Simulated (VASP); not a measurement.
# TlBi in VASP: further runs

The runs below take TlBi through single point, with LDA.

Everything below comes from runs of VASP 6.6.1. Logs are shortened: lines on timing, memory, paths and dates and some standing lists are left out, and cuts for length are marked.

## Step 1: The cell of the first run

The structure is cubic, space group Pm-3m (No. 221). Conventional cell: a = 3.992 Å, b = 3.992 Å, c = 3.992 Å, α = 90.00°, β = 90.00°, γ = 90.00°. Tl (site symmetry m-3m) has 8 Bi at 3.46 Å and 6 Tl at 3.99 Å within 4.5 Å. Bi (site symmetry m-3m) has 8 Tl at 3.46 Å and 6 Bi at 3.99 Å within 4.5 Å.

## Step 2: Single point, LDA

Contents of INCAR:

```
  PREC = Accurate
  ENCUT = 520
  EDIFF = 1E-6
  ISMEAR = 0
  SIGMA = 0.1
  LREAL = False
  LASPH = True
  NELM = 60
  ALGO = Normal
  ISIF = 2
  LWAVE = False
  LCHARG = False
  GGA = CA
  NBANDS = 21
```

Contents of KPOINTS:

```
regular mesh
0
Gamma
  5 5 5
```

Contents of POSCAR:

```
TlBi
1.0
    3.9917090000      0.0000000000      0.0000000000
    0.0000000000      3.9917090000      0.0000000000
    0.0000000000      0.0000000000      3.9917090000
Tl Bi
1 1
Direct
    0.0000000000      0.0000000000      0.0000000000
    0.5000000000      0.5000000000      0.5000000000
```

Potentials or basis: VASP PAW LDA potentials, release 64 (Tl_d, Bi_d).

Launch:

```console
cat potpaw_LDA.64/Tl_d/POTCAR potpaw_LDA.64/Bi_d/POTCAR > POTCAR
mpirun -np 1 vasp_std > vasp.out
```

OUTCAR:

```text
PREC = Accurate
   ENCUT = 520
   EDIFF = 1E-6
   ISMEAR = 0
   LREAL = False
   LASPH = True
   NELM = 60
   ISIF = 2
   GGA = CA

 ion  position               nearest neighbor table
   1  0.000  0.000  0.000-   2 3.46   2 3.46   2 3.46   2 3.46   2 3.46   2 3.46   2 3.46   2 3.46

   2  0.500  0.500  0.500-   1 3.46   1 3.46   1 3.46   1 3.46   1 3.46   1 3.46   1 3.46   1 3.46

  LATTYP: Found a simple cubic cell.
 ALAT       =     3.9917090000

  Lattice vectors:

 A1 = (   3.9917090000,   0.0000000000,   0.0000000000)
 A2 = (   0.0000000000,   3.9917090000,   0.0000000000)
 A3 = (   0.0000000000,   0.0000000000,   3.9917090000)

Analysis of symmetry for initial positions (statically):
=====================================================================
 Subroutine PRICEL returns:
 Original cell was already a primitive cell.

 Routine SETGRP: Setting up the symmetry group for a
 simple cubic supercell.

 Subroutine GETGRP returns: Found 48 space group operations
 (whereof 48 operations were pure point group operations)
 out of a pool of 48 trial point group operations.

The static configuration has the point symmetry O_h .

Analysis of symmetry for dynamics (positions and initial velocities):
=====================================================================
 Subroutine PRICEL returns:
 Original cell was already a primitive cell.

 Routine SETGRP: Setting up the symmetry group for a
 simple cubic supercell.

 Subroutine GETGRP returns: Found 48 space group operations
 (whereof 48 operations were pure point group operations)
 out of a pool of 48 trial point group operations.

The dynamic configuration has the point symmetry O_h .

 Subroutine INISYM returns: Found 48 space group operations
 (whereof 48 operations are pure point group operations),
 and found     1 'primitive' translations

----------------------------------------------------------------------------------------

                                     Primitive cell

  volume of cell :      63.6029

  direct lattice vectors                    reciprocal lattice vectors
     3.991709000  0.000000000  0.000000000     0.250519264  0.000000000  0.000000000
     0.000000000  3.991709000  0.000000000     0.000000000  0.250519264  0.000000000
     0.000000000  0.000000000  3.991709000     0.000000000  0.000000000  0.250519264

  length of vectors
     3.991709000  3.991709000  3.991709000     0.250519264  0.250519264  0.250519264

  position of ions in fractional coordinates (direct lattice)
     0.000000000  0.000000000  0.000000000
     0.500000000  0.500000000  0.500000000

  ion indices of the primitive-cell ions
   primitive index   ion index
                 1           1
                 2           2

----------------------------------------------------------------------------------------

 KPOINTS: regular mesh

Automatic generation of k-mesh.
 Grid dimensions read from file:
 generate k-points for:    5    5    5

 Generating k-lattice:

  Cartesian coordinates                     Fractional coordinates (reciprocal lattice)
     0.050103853  0.000000000  0.000000000     0.200000000  0.000000000  0.000000000
     0.000000000  0.050103853  0.000000000     0.000000000  0.200000000  0.000000000
     0.000000000  0.000000000  0.050103853     0.000000000  0.000000000  0.200000000

  Length of vectors
     0.050103853  0.050103853  0.050103853

  Shift w.r.t. Gamma in fractional coordinates (k-lattice)
     0.000000000  0.000000000  0.000000000

 Subroutine IBZKPT returns following result:
 ===========================================

 Found     10 irreducible k-points:

 Following reciprocal coordinates:
            Coordinates               Weight
  0.000000  0.000000  0.000000      1.000000
  0.200000  0.000000  0.000000      6.000000
  0.400000  0.000000  0.000000      6.000000
  0.200000  0.200000  0.000000     12.000000
  0.400000  0.200000  0.000000     24.000000
  0.400000  0.400000  0.000000     12.000000
  0.200000  0.200000  0.200000      8.000000
  0.400000  0.200000  0.200000     24.000000
  0.400000  0.400000  0.200000     24.000000
  0.400000  0.400000  0.400000      8.000000
   k-points           NKPTS =     10   k-points in BZ     NKDIM =     10   number of bands    NBANDS=     21
   number of dos      NEDOS =    301   number of ions     NIONS =      2
   total plane-waves  NPLWV =  27000
   dimension x,y,z NGX =    30 NGY =   30 NGZ =   30
   dimension x,y,z NGXF=    60 NGYF=   60 NGZF=   60
   ions per type =               1   1
   NGX,Y,Z   is equivalent  to a cutoff of  12.49, 12.49, 12.49 a.u.
   NGXF,Y,Z  is equivalent  to a cutoff of  24.99, 24.99, 24.99 a.u.
 SYSTEM =  unknown system
   PREC   = accura    normal or accurate (medium, high low for compatibility)
   ISTART =      0    job   : 0-new  1-cont  2-samecut
   ICHARG =      2    charge: 1-file 2-atom 10-const
   ISPIN  =      1    spin polarized calculation?
   LNONCOLLINEAR =      F non collinear calculations
   LSORBIT =      F    spin-orbit coupling
   LASPH  =      T    aspherical Exc in radial PAW
   ENCUT  =  520.0 eV  38.22 Ry    6.18 a.u.   7.42  7.42  7.42*2*pi/ulx,y,z
   NELM   =     60;   NELMIN=  2; NELMDL= -5     # of ELM steps
   EDIFF  = 0.1E-05   stopping-criterion for ELM
   LREAL  =      F    real-space projection
   EDIFFG = 0.1E-04   stopping-criterion for IOM
   NSW    =      0    number of steps for IOM
   IBRION =     -1    ionic relax: 0-MD 1-quasi-New 2-CG
   NFREE  =      0    steps in history (QN), initial steepest desc. (CG)
   ISIF   =      2    stress and relaxation
   ISYM   =      2    0-nonsym 1-usesym 2-fastsym
   POTIM  = 0.5000    time-step for ionic-motion
   TEBEG  =    0.0;   TEEND  =   0.0 temperature during run
   PSTRESS=    0.0 pullay stress
   NELECT =      28.0000    total number of electrons
   NUPDOWN=      -1.0000    fix difference up-down
   EMIN   =  10.00;   EMAX   =-10.00  energy-range for DOS
   EFERMI =   0.00;   METHOD = LEGACY
   ISMEAR =     0;   SIGMA  =   0.10  broadening in eV -4-tet -1-fermi 0-gaus
   EFERMI_NEDOS =   21; number of points for ismear=-14 and -15
   IALGO  =     38    algorithm
   IMIX   =      4    mixing-type and parameters
     AMIX     =   0.40;   BMIX     =  1.00
     AMIX_MAG =   1.60;   BMIX_MAG =  1.00
  volume/ion in A,a.u.               =      31.80       214.61
  Fermi-wavevector in a.u.,A,eV,Ry     =   1.245380  2.353427 21.102254  1.550972
  Thomas-Fermi vector in A             =   2.379605
   LORBIT       =      0    0 simple, 1 ext, 2 COOP (PROOUT), +10 PAW based schemes
   GGA     = CA    functional components
   LHFCALC =     F    Hartree Fock is set to
   AEXX    =    0.0000 exact exchange contribution
   IVDW    =     0    specifies the selected vdW correction
   LEPSILON=     F    determine dielectric tensor
   LRPA    =     F    only Hartree local field effects (RPA)
 non-spin polarized calculation
 Gauss-broadening in eV      SIGMA  =   0.10
  energy-cutoff  :      520.00
  volume of cell :       63.60
 maximum number of plane-waves:      1743
 NGX is ok and might be reduce to    30
   NGX = 15   NGY = 15   NGZ = 15

 number of electron      28.0000023 magnetization

 Free energy of the ion-electron system (eV)
  ---------------------------------------------------
  ext. energy  EPLUGINS =         0.00000000
  ---------------------------------------------------
  free energy    TOTEN  =        -7.17317982 eV

  energy without entropy =       -7.15229874  energy(sigma->0) =       -7.16273928

 E-fermi :   6.1444     XC(G=0): -10.2141

 val. band max:        6.1243159463   @ k =   0.4000   0.4000   0.2000
 cond. band min:       6.2056540553   @ k =   0.4000   0.2000   0.0000
 fundamental gap:      0.0813381089
 Fermi energy:         6.1443522952

 k-point     1 :       0.0000    0.0000    0.0000
  band No.  band energies     occupation
      1     -16.5175      2.00000
      2     -16.5175      2.00000
      3     -16.4899      2.00000
      4     -16.4899      2.00000
      5     -16.4899      2.00000
      6      -5.8036      2.00000
[... 13 lines left out ...]
     20      13.7767      0.00000
     21      17.5794      0.00000

 k-point     2 :       0.2000    0.0000    0.0000
  band No.  band energies     occupation
      1     -16.5169      2.00000
      2     -16.5046      2.00000
      3     -16.4934      2.00000
      4     -16.4934      2.00000
      5     -16.4894      2.00000
      6      -5.5176      2.00000
[... 13 lines left out ...]
     20      13.2358      0.00000
     21      15.8333      0.00000

 k-point     3 :       0.4000    0.0000    0.0000
  band No.  band energies     occupation
      1     -16.5159      2.00000
      2     -16.4990      2.00000
      3     -16.4990      2.00000
      4     -16.4885      2.00000
      5     -16.4837      2.00000
      6      -5.1353      2.00000
[... 13 lines left out ...]
     20      13.9940      0.00000
     21      17.3558      0.00000

 k-point     4 :       0.2000    0.2000    0.0000
  band No.  band energies     occupation
      1     -16.5103      2.00000
      2     -16.4978      2.00000
      3     -16.4974      2.00000
      4     -16.4933      2.00000
      5     -16.4927      2.00000
      6      -5.3885      2.00000
[... 13 lines left out ...]
     20      14.0007      0.00000
     21      15.3925      0.00000

 k-point     5 :       0.4000    0.2000    0.0000
  band No.  band energies     occupation
      1     -16.5075      2.00000
      2     -16.5038      2.00000
      3     -16.4989      2.00000
      4     -16.4924      2.00000
      5     -16.4788      2.00000
      6      -5.3236      2.00000
[... 13 lines left out ...]
     20      15.5700      0.00000
     21      16.6124      0.00000

 k-point     6 :       0.4000    0.4000    0.0000
  band No.  band energies     occupation
      1     -16.5115      2.00000
      2     -16.4993      2.00000
      3     -16.4989      2.00000
      4     -16.4986      2.00000
      5     -16.4654      2.00000
      6      -5.4784      2.00000
[... 13 lines left out ...]
     20      15.4375      0.00000
     21      15.4978      0.00000

 k-point     7 :       0.2000    0.2000    0.2000
  band No.  band energies     occupation
      1     -16.4975      2.00000
      2     -16.4975      2.00000
      3     -16.4970      2.00000
      4     -16.4968      2.00000
      5     -16.4968      2.00000
      6      -5.3487      2.00000
[... 13 lines left out ...]
     20      14.1018      0.00000
     21      17.4964      0.00000

 k-point     8 :       0.4000    0.2000    0.2000
  band No.  band energies     occupation
      1     -16.5039      2.00000
      2     -16.5029      2.00000
      3     -16.4966      2.00000
      4     -16.4964      2.00000
      5     -16.4763      2.00000
      6      -5.3336      2.00000
[... 13 lines left out ...]
     20      15.4580      0.00000
     21      16.1119      0.00000

 k-point     9 :       0.4000    0.4000    0.2000
  band No.  band energies     occupation
      1     -16.5107      2.00000
      2     -16.5028      2.00000
      3     -16.5028      2.00000
      4     -16.4861      2.00000
      5     -16.4651      2.00000
      6      -5.3810      2.00000
[... 13 lines left out ...]
     20      17.1205      0.00000
     21      17.9335      0.00000

 k-point    10 :       0.4000    0.4000    0.4000
  band No.  band energies     occupation
      1     -16.5097      2.00000
      2     -16.5091      2.00000
      3     -16.5091      2.00000
      4     -16.4647      2.00000
      5     -16.4647      2.00000
      6      -5.2298      2.00000
[... 13 lines left out ...]
     20      19.7187      0.00000
     21      19.7187      0.00000

------------------------ aborting loop because EDIFF is reached ----------------------------------------

  FORCE on cell =-STRESS in cart. coord.  units (eV):
  Direction    XX          YY          ZZ          XY          YZ          ZX
  --------------------------------------------------------------------------------------
  -------------------------------------------------------------------------------------
  Total       -1.5910921     -1.5910921     -1.5910921      0.0000000      0.0000000     -0.0000000
  in kB      -40.0801445    -40.0801445    -40.0801445      0.0000000      0.0000000     -0.0000000
  external PRESSURE =     -40.0801445 kB  Pullay stress =       0.0000000 kB

 VOLUME and BASIS-vectors are now :
 -----------------------------------------------------------------------------
  energy-cutoff  :      520.00
  volume of cell :       63.60
      direct lattice vectors                 reciprocal lattice vectors
     3.991709000  0.000000000  0.000000000     0.250519264  0.000000000  0.000000000
     0.000000000  3.991709000  0.000000000     0.000000000  0.250519264  0.000000000
     0.000000000  0.000000000  3.991709000     0.000000000  0.000000000  0.250519264

 POSITION                                       TOTAL-FORCE (eV/Angst)
 -----------------------------------------------------------------------------------
      0.00000      0.00000      0.00000         0.000000      0.000000      0.000000
      1.99585      1.99585      1.99585         0.000000      0.000000      0.000000
 -----------------------------------------------------------------------------------
    total drift:                                0.000000      0.000000      0.000000

  FREE ENERGIE OF THE ION-ELECTRON SYSTEM (eV)
  ---------------------------------------------------
  free  energy   TOTEN  =        -7.1731798178 eV

  energy  without entropy=       -7.1522987356  energy(sigma->0) =       -7.16273928
```

Wall time 14 s (1 thread of Intel Xeon 8259CL, shared host); peak memory 0.15 GiB.

Results:

- Free energy: -7.1732 eV
- Pressure: -4.0 GPa
- Band gap on the k mesh: zero (bands 14 and 15 overlap by 2.86 eV)

Caveat: the cell stands under tension; spin-orbit coupling is left out, which moves the levels of the heavy elements.

## Step 3: Single point, LDA

Contents of INCAR:

```
ALGO = Normal ; EDIFF = 1E-7
ENCUT = 520 ; ISIF = 2
ISMEAR = 0 ; LASPH = True
LCHARG = False ; LREAL = False
LWAVE = False ; NBANDS = 21
NELM = 80 ; PREC = Accurate
SIGMA = 0.1
```

Contents of KPOINTS:

```
k-points
0
Gamma
  5 5 5
```

Changes to POSCAR since step 2:

```diff
@@ -8,3 +8,3 @@
 Direct
-    0.0000000000      0.0000000000      0.0000000000
+    0.0000000000      0.0000000000      0.0050000000
     0.5000000000      0.5000000000      0.5000000000
```

Potentials or basis: VASP PAW LDA potentials, release 64 (Tl_d, Bi_d).

Launch:

```console
cat potpaw_LDA.64/Tl_d/POTCAR potpaw_LDA.64/Bi_d/POTCAR > POTCAR
mpirun -np 1 vasp_std > vasp.out
```

Run time: 25 s. Hardware: 1 thread of Intel Xeon 8259CL, shared host; peak memory 0.16 GiB.

It converged, with:

* Free energy: -7.1730 eV
* Pressure: -4.0 GPa
* Largest force: 0.015 eV/Å
* Band gap on the k mesh: zero (bands 14 and 15 overlap by 2.86 eV)

Forces on the atoms (eV/Å):
```
Tl   0.000  0.000 -0.015
Bi   0.000  0.000  0.015
```

Levels at points of the mesh, in eV from the Fermi level:
```csv
k point,band 10,band 11,band 12,band 13,band 14,band 15,band 16,band 17
"(0.00, 0.00, 0.00)",-11.13,-11.13,-4.62,-0.36,-0.36,-0.36,4.99,4.99
```

Caveat: the cell stands under tension; spin-orbit coupling is left out, which moves the levels of the heavy elements.

The gap in the log of VASP goes by the Fermi energy; the results here count the filled bands.